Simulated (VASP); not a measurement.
# Rh (P6_3/mmc) in VASP: a series of runs

The runs below take Rh through single point, with PBE.

All numbers are computed with VASP 6.6.1; they aren't measurements. Logs are shortened: lines on timing, memory, paths and dates and some standing lists are left out, and cuts for length are marked.

### 1 The cell of the first run

Symmetry: P6_3/mmc, No. 194, hexagonal system. The conventional cell has a = 2.611 Å, b = 2.611 Å, c = 4.202 Å, α = 90.00°, β = 90.00°, γ = 120.00°. Within 3.4 Å of Rh (site symmetry -6m2) lie 12 Rh at 2.59 to 2.61 Å.

This isn't the form of Rh at room conditions, which is fcc.

### 2 Single point, PBE, collinear spin, ferromagnetic start (12.41 Å³/atom)

The input, INCAR:

```
SYSTEM = Rh
  PREC = Accurate
  ENCUT = 500
  EDIFF = 1E-6
  ISMEAR = 0
  SIGMA = 0.15
  LREAL = .False.
  LASPH = .True.
  NELM = 200
  ALGO = Normal
  ISIF = 2
  LWAVE = .False.
  LCHARG = .False.
  ISPIN = 2
  MAGMOM = 0.625 0.625
  LORBIT = 11
  NUPDOWN = 1.25
  LMAXMIX = 4
  GGA = PE
  NBANDS = 26
  GGA_COMPAT = .False.
```

The input, KPOINTS:

```
regular mesh
0
Gamma
  21 21 12
  0 0 0
```

The input, POSCAR:

```
Rh
1.0
    2.6112187483      0.0000000000      0.0000000000
   -1.3056093742      2.2613817708      0.0000000000
    0.0000000000      0.0000000000      4.2022282270
Rh
2
Direct
    0.6666666667      0.3333333333      0.7500000000
    0.3333333333      0.6666666667      0.2500000000
```

Potentials or basis: VASP PAW PBE potentials, release 64 (Rh_pv).

The run is started by

```bash
$ cat potpaw_PBE.64/Rh_pv/POTCAR > POTCAR
$ mpirun -np 1 vasp_std > vasp.out
```

OUTCAR:

```text
SYSTEM = Rh
   PREC = Accurate
   ENCUT = 500
   EDIFF = 1E-6
   ISMEAR = 0
   LREAL = .False.
   LASPH = .True.
   NELM = 200
   ISIF = 2
   ISPIN = 2
   LORBIT = 11
   NUPDOWN = 1.25
   GGA = PE

 ion  position               nearest neighbor table
   1  0.667  0.333  0.750-   2 2.59   2 2.59   2 2.59   2 2.59   2 2.59   2 2.59
   2  0.333  0.667  0.250-   1 2.59   1 2.59   1 2.59   1 2.59   1 2.59   1 2.59

  LATTYP: Found a hexagonal cell.
 ALAT       =     2.6112187483
 C/A-ratio  =     1.6092976621

  Lattice vectors:

 A1 = (   2.6112187483,   0.0000000000,   0.0000000000)
 A2 = (  -1.3056093742,   2.2613817708,   0.0000000000)
 A3 = (   0.0000000000,   0.0000000000,   4.2022282270)

Analysis of symmetry for initial positions (statically):
=====================================================================
 Subroutine PRICEL returns:
 Original cell was already a primitive cell.

 Routine SETGRP: Setting up the symmetry group for a
 hexagonal supercell.

 Subroutine GETGRP returns: Found 24 space group operations
 (whereof 12 operations were pure point group operations)
 out of a pool of 24 trial point group operations.

The static configuration has the point symmetry D_3d.
 The point group associated with its full space group is D_6h.

Analysis of symmetry for dynamics (positions and initial velocities):
=====================================================================
 Subroutine PRICEL returns:
 Original cell was already a primitive cell.

 Routine SETGRP: Setting up the symmetry group for a
 hexagonal supercell.

 Subroutine GETGRP returns: Found 24 space group operations
 (whereof 12 operations were pure point group operations)
 out of a pool of 24 trial point group operations.

The dynamic configuration has the point symmetry D_3d.
 The point group associated with its full space group is D_6h.

Analysis of structural, dynamic, and magnetic symmetry:
=====================================================================
 Subroutine PRICEL returns:
 Original cell was already a primitive cell.

 Routine SETGRP: Setting up the symmetry group for a
 hexagonal supercell.

 Subroutine GETGRP returns: Found 24 space group operations
 (whereof 12 operations were pure point group operations)
 out of a pool of 24 trial point group operations.

The overall configuration has the point symmetry D_3d.
 The point group associated with its full space group is D_6h.

 Subroutine INISYM returns: Found 24 space group operations
 (whereof 12 operations are pure point group operations),
 and found     1 'primitive' translations

----------------------------------------------------------------------------------------

                                     Primitive cell

  volume of cell :      24.8140

  direct lattice vectors                    reciprocal lattice vectors
     2.611218748  0.000000000  0.000000000     0.382962937  0.221103755  0.000000000
    -1.305609374  2.261381771  0.000000000     0.000000000  0.442207509  0.000000000
     0.000000000  0.000000000  4.202228227     0.000000000  0.000000000  0.237968988

  length of vectors
     2.611218748  2.611218748  4.202228227     0.442207509  0.442207509  0.237968988

  position of ions in fractional coordinates (direct lattice)
     0.666666667  0.333333333  0.750000000
     0.333333333  0.666666667  0.250000000

  ion indices of the primitive-cell ions
   primitive index   ion index
                 1           1
                 2           2

----------------------------------------------------------------------------------------

 KPOINTS: regular mesh

Automatic generation of k-mesh.
 Grid dimensions read from file:
 generate k-points for:   21   21   12

 Generating k-lattice:

  Cartesian coordinates                     Fractional coordinates (reciprocal lattice)
     0.018236330  0.010528750  0.000000000     0.047619048  0.000000000  0.000000000
     0.000000000  0.021057500  0.000000000     0.000000000  0.047619048  0.000000000
     0.000000000  0.000000000  0.019830749     0.000000000  0.000000000  0.083333333

  Length of vectors
     0.021057500  0.021057500  0.019830749

  Shift w.r.t. Gamma in fractional coordinates (k-lattice)
     0.000000000  0.000000000  0.000000000

 Subroutine IBZKPT returns following result:
 ===========================================

 Found    336 irreducible k-points:

 Following reciprocal coordinates:
            Coordinates               Weight
  0.000000  0.000000  0.000000      1.000000
  0.047619  0.000000  0.000000      6.000000
  0.095238  0.000000  0.000000      6.000000
  0.142857  0.000000  0.000000      6.000000
  0.190476  0.000000  0.000000      6.000000
  0.238095  0.000000  0.000000      6.000000
[... 16 lines left out ...]
  0.142857  0.095238  0.000000     12.000000
  0.190476  0.095238  0.000000     12.000000
 [... further k-points ...]
   k-points           NKPTS =    336   k-points in BZ     NKDIM =    336   number of bands    NBANDS=     26
   number of dos      NEDOS =    301   number of ions     NIONS =      2
   total plane-waves  NPLWV =  12800
   dimension x,y,z NGX =    20 NGY =   20 NGZ =   32
   dimension x,y,z NGXF=    40 NGYF=   40 NGZF=   64
   ions per type =               2
   NGX,Y,Z   is equivalent  to a cutoff of  12.73, 12.73, 12.66 a.u.
   NGXF,Y,Z  is equivalent  to a cutoff of  25.47, 25.47, 25.32 a.u.
 SYSTEM =  Rh
   PREC   = accura    normal or accurate (medium, high low for compatibility)
   ISTART =      0    job   : 0-new  1-cont  2-samecut
   ICHARG =      2    charge: 1-file 2-atom 10-const
   ISPIN  =      2    spin polarized calculation?
   LNONCOLLINEAR =      F non collinear calculations
   LSORBIT =      F    spin-orbit coupling
   LASPH  =      T    aspherical Exc in radial PAW
   ENCUT  =  500.0 eV  36.75 Ry    6.06 a.u.   4.76  4.76  7.66*2*pi/ulx,y,z
   NELM   =    200;   NELMIN=  2; NELMDL= -5     # of ELM steps
   EDIFF  = 0.1E-05   stopping-criterion for ELM
   LREAL  =      F    real-space projection
   EDIFFG = 0.1E-04   stopping-criterion for IOM
   NSW    =      0    number of steps for IOM
   IBRION =     -1    ionic relax: 0-MD 1-quasi-New 2-CG
   NFREE  =      0    steps in history (QN), initial steepest desc. (CG)
   ISIF   =      2    stress and relaxation
   ISYM   =      2    0-nonsym 1-usesym 2-fastsym
   POTIM  = 0.5000    time-step for ionic-motion
   TEBEG  =    0.0;   TEEND  =   0.0 temperature during run
   PSTRESS=    0.0 pullay stress
   NELECT =      30.0000    total number of electrons
   NUPDOWN=       1.2500    fix difference up-down
   EMIN   =  10.00;   EMAX   =-10.00  energy-range for DOS
   EFERMI =   0.00;   METHOD = LEGACY
   ISMEAR =     0;   SIGMA  =   0.15  broadening in eV -4-tet -1-fermi 0-gaus
   EFERMI_NEDOS =   21; number of points for ismear=-14 and -15
   IALGO  =     38    algorithm
   IMIX   =      4    mixing-type and parameters
     AMIX     =   0.40;   BMIX     =  1.00
     AMIX_MAG =   1.60;   BMIX_MAG =  1.00
  volume/ion in A,a.u.               =      12.41        83.73
  Fermi-wavevector in a.u.,A,eV,Ry     =   1.744013  3.295706 41.383215  3.041580
  Thomas-Fermi vector in A             =   2.815975
   LORBIT       =     11    0 simple, 1 ext, 2 COOP (PROOUT), +10 PAW based schemes
   GGA     = PE    functional components
   LHFCALC =     F    Hartree Fock is set to
   AEXX    =    0.0000 exact exchange contribution
   IVDW    =     0    specifies the selected vdW correction
   LEPSILON=     F    determine dielectric tensor
   LRPA    =     F    only Hartree local field effects (RPA)
 spin polarized calculation
 Gauss-broadening in eV      SIGMA  =   0.15
  energy-cutoff  :      500.00
  volume of cell :       24.81
 maximum number of plane-waves:       651
 NGX is ok and might be reduce to    20
   NGX =  9   NGY =  9   NGZ = 15

 number of electron      29.9999999 magnetization       1.2500000

 Free energy of the ion-electron system (eV)
  ---------------------------------------------------
  ext. energy  EPLUGINS =         0.00000000
  ---------------------------------------------------
  free energy    TOTEN  =       -13.90239349 eV

  energy without entropy =      -13.86941331  energy(sigma->0) =      -13.88590340

 E-fermi :  13.7342     XC(G=0): -14.6990

 val. band max:       14.1636947089   @ k =   0.1429   0.0476   0.0833
 cond. band min:      13.7401025333   @ k =   0.0952   0.0000   0.5000
 fundamental gap:     -0.4235921755
 Fermi energy:        14.1641844852

 spin component 1

 k-point     1 :       0.0000    0.0000    0.0000
  band No.  band energies     occupation
      1     -33.9464      1.00000
      2     -33.0289      1.00000
      3     -33.0289      1.00000
      4     -32.8767      1.00000
      5     -32.8767      1.00000
      6     -32.8765      1.00000
[... 18 lines left out ...]
     25      37.9855      0.00000
     26      37.9863      0.00000
[... 644 lines left out ...]
      4     -33.1274      1.00000
      5     -32.9658      1.00000
      6     -32.9643      1.00000
[... 18 lines left out ...]
     25      34.0235      0.00000
     26      35.0232      0.00000

 [... further k-points ...]

 spin component 2

 k-point     1 :       0.0000    0.0000    0.0000
  band No.  band energies     occupation
      1     -33.4218      1.00000
      2     -32.5134      1.00000
      3     -32.5134      1.00000
      4     -32.3597      1.00000
      5     -32.3597      1.00000
      6     -32.3368      1.00000
[... 18 lines left out ...]
     25      38.1734      0.00000
     26      38.2188      0.00000
[... 644 lines left out ...]
      4     -32.6133      1.00000
      5     -32.4482      1.00000
      6     -32.4271      1.00000
[... 18 lines left out ...]
     25      34.6219      0.00000
     26      35.1507      0.00000

 [... further k-points ...]

------------------------ aborting loop because EDIFF is reached ----------------------------------------

  FORCE on cell =-STRESS in cart. coord.  units (eV):
  Direction    XX          YY          ZZ          XY          YZ          ZX
  --------------------------------------------------------------------------------------
  -------------------------------------------------------------------------------------
  Total        7.4326027      7.4326027      7.7152565     -0.0000000      0.0000000      0.0000000
  in kB      479.9043906    479.9043906    498.1546304     -0.0000000      0.0000000      0.0000000
  external PRESSURE =     485.9878039 kB  Pullay stress =       0.0000000 kB

 VOLUME and BASIS-vectors are now :
 -----------------------------------------------------------------------------
  energy-cutoff  :      500.00
  volume of cell :       24.81
      direct lattice vectors                 reciprocal lattice vectors
     2.611218748  0.000000000  0.000000000     0.382962937  0.221103755  0.000000000
    -1.305609374  2.261381771  0.000000000     0.000000000  0.442207509  0.000000000
     0.000000000  0.000000000  4.202228227     0.000000000  0.000000000  0.237968988

 POSITION                                       TOTAL-FORCE (eV/Angst)
 -----------------------------------------------------------------------------------
      1.30561      0.75379      3.15167         0.000000      0.000000      0.000000
     -0.00000      1.50759      1.05056        -0.000000     -0.000000      0.000000
 -----------------------------------------------------------------------------------
    total drift:                                0.000000     -0.000000      0.000000

  FREE ENERGIE OF THE ION-ELECTRON SYSTEM (eV)
  ---------------------------------------------------
  free  energy   TOTEN  =       -13.9023934939 eV

  energy  without entropy=      -13.8694133119  energy(sigma->0) =      -13.88590340

 total charge

# of ion       s       p       d       tot
------------------------------------------
    1        0.457   6.373   7.176  14.006
    2        0.457   6.373   7.176  14.006
--------------------------------------------------
tot          0.913  12.747  14.352  28.012

 magnetization (x)

# of ion       s       p       d       tot
------------------------------------------
    1       -0.000   0.000   0.619   0.619
    2       -0.000   0.000   0.619   0.619
--------------------------------------------------
tot         -0.000   0.000   1.238   1.238
```

Wall time 4 min (1 thread of Intel Xeon Platinum 8259CL at 2.50GHz (Skylake/Cascade Lake), shared host); peak memory 0.36 GiB.

What came out:

- Free energy: -13.9024 eV
- Pressure: 48.6 GPa
- Net moment: 1.25 μB per cell
- Site moments: Rh +0.62 μB
- Valence electrons inside the program's atomic spheres: Rh 14.01

Caveat: the cell stands under pressure; the total moment is fixed, so each spin has its own Fermi level.

### 3 Single point, PBE, collinear spin, ferromagnetic start (16.64 Å³/atom)

This run uses another cell than the first one, of 16.64 Å³/atom.

The input, INCAR:

```
  PREC = Accurate
  ENCUT = 500
  EDIFF = 1E-6
  ISMEAR = 0
  SIGMA = 0.15
  LREAL = False
  LASPH = True
  NELM = 200
  ALGO = Normal
  ISIF = 2
  LWAVE = False
  LCHARG = False
  ISPIN = 2
  MAGMOM = 0.25 0.25
  LORBIT = 11
  NUPDOWN = 0.5
  LMAXMIX = 4
  GGA = PE
  NBANDS = 26
  GGA_COMPAT = False
```

The input, KPOINTS:

```
regular mesh
0
Gamma
  21 21 12
```

The input, POSCAR:

```
Rh
1.0
    2.8794130266      0.0000000000      0.0000000000
   -1.4397065133      2.4936448290      0.0000000000
    0.0000000000      0.0000000000      4.6338326521
Rh
2
Direct
    0.6666666667      0.3333333333      0.7500000000
    0.3333333333      0.6666666667      0.2500000000
```

Potentials or basis: VASP PAW PBE potentials, release 64 (Rh_pv).

The run is started by

```bash
$ cat potpaw_PBE.64/Rh_pv/POTCAR > POTCAR
$ mpirun -np 1 vasp_std > vasp.out
```

OUTCAR:

```text
PREC = Accurate
   ENCUT = 500
   EDIFF = 1E-6
   ISMEAR = 0
   LREAL = False
   LASPH = True
   NELM = 200
   ISIF = 2
   ISPIN = 2
   LORBIT = 11
   NUPDOWN = 0.5
   GGA = PE

 ion  position               nearest neighbor table
   1  0.667  0.333  0.750-   2 2.85   2 2.85   2 2.85   2 2.85   2 2.85   2 2.85
   2  0.333  0.667  0.250-   1 2.85   1 2.85   1 2.85   1 2.85   1 2.85   1 2.85

  LATTYP: Found a hexagonal cell.
 ALAT       =     2.8794130266
 C/A-ratio  =     1.6092976622

  Lattice vectors:

[... 1611 lines left out ...]
  external PRESSURE =    -268.2278316 kB  Pullay stress =       0.0000000 kB

 VOLUME and BASIS-vectors are now :
 -----------------------------------------------------------------------------
  energy-cutoff  :      500.00
  volume of cell :       33.27
      direct lattice vectors                 reciprocal lattice vectors
     2.879413027  0.000000000  0.000000000     0.347293004  0.200509709  0.000000000
    -1.439706513  2.493644829  0.000000000     0.000000000  0.401019419  0.000000000
     0.000000000  0.000000000  4.633832652     0.000000000  0.000000000  0.215804082

 POSITION                                       TOTAL-FORCE (eV/Angst)
 -----------------------------------------------------------------------------------
      1.43971      0.83121      3.47537        -0.000000      0.000000      0.000000
     -0.00000      1.66243      1.15846         0.000000     -0.000000      0.000000
 -----------------------------------------------------------------------------------
    total drift:                                0.000000     -0.000000      0.000000

  FREE ENERGIE OF THE ION-ELECTRON SYSTEM (eV)
  ---------------------------------------------------
  free  energy   TOTEN  =       -13.9515858517 eV

  energy  without entropy=      -13.8986643055  energy(sigma->0) =      -13.92512508

 total charge

# of ion       s       p       d       tot
------------------------------------------
    1        0.338   6.195   6.980  13.513
    2        0.338   6.195   6.980  13.513
--------------------------------------------------
tot          0.676  12.390  13.961  27.027

 magnetization (x)

# of ion       s       p       d       tot
------------------------------------------
    1       -0.001  -0.002   0.257   0.254
    2       -0.001  -0.002   0.257   0.254
--------------------------------------------------
tot         -0.002  -0.004   0.514   0.509
```

It took 2.7 min on 1 thread of Intel Xeon 6975P-C (Granite Rapids), shared host; peak memory 0.44 GiB.

What came out:

| Property | Result |
| --- | --- |
| Free energy | -13.9516 eV |
| Pressure | -26.8 GPa |
| Net moment | 0.50 μB per cell |
| Site moments | Rh +0.25 μB |
| Valence electrons inside the program's atomic spheres | Rh 13.51 |

Stress tensor (GPa, compression positive):
```
-26.59   0.00   0.00
  0.00 -26.59   0.00
  0.00   0.00 -27.30
```

Caveat: the cell stands under tension; the total moment is fixed, so each spin has its own Fermi level.

### 4 Single point, PBE, collinear spin, ferromagnetic start (11.56 Å³/atom)

This run uses another cell than the first one, of 11.56 Å³/atom.

The input, INCAR:

```
SYSTEM = Rh
ALGO = Normal
EDIFF = 1E-6
ENCUT = 500
GGA = PE
GGA_COMPAT = .FALSE.
ISIF = 2
ISMEAR = 0
ISPIN = 2
LASPH = .TRUE.
LCHARG = .TRUE.
LELF = .TRUE.
LMAXMIX = 4
LORBIT = 11
LREAL = .FALSE.
LVHAR = .TRUE.
LWAVE = .FALSE.
MAGMOM = 0.75 0.75
NBANDS = 26
NELM = 200
NUPDOWN = 1.5
PREC = Accurate
SIGMA = 0.15
```

The input, KPOINTS:

```
k-points
0
G
  21 21 12
  0 0 0
```

The input, POSCAR:

```
Rh
1.0
    2.5504655491      0.0000000000      0.0000000000
   -1.2752327746      2.2087679570      0.0000000000
    0.0000000000      0.0000000000      4.1044582456
Rh
2
Direct
    0.6666666667      0.3333333333      0.7500000000
    0.3333333333      0.6666666667      0.2500000000
```

The run is started by

```bash
$ cat potpaw_PBE.64/Rh_pv/POTCAR > POTCAR
$ mpirun -np 1 vasp_std > vasp.out
```

It took 2.3 min on 1 thread of Intel Xeon 6975P-C (Granite Rapids), shared host; peak memory 0.34 GiB.

Results (log left out):

```yaml
Free_energy: -13.1178 eV
Pressure: 89.6 GPa
Net_moment: 1.50 μB per cell
Site_moments: Rh +0.74 μB
Valence_electrons_inside_the_program's_atomic_spheres: Rh 14.19
```

Stress tensor (GPa, compression positive):
```
88.45  0.00  0.00
 0.00 88.45  0.00
 0.00  0.00 91.77
```

Caveat: the cell stands under pressure; the total moment is fixed, so each spin has its own Fermi level.

(Continued in part 2 of 2.)
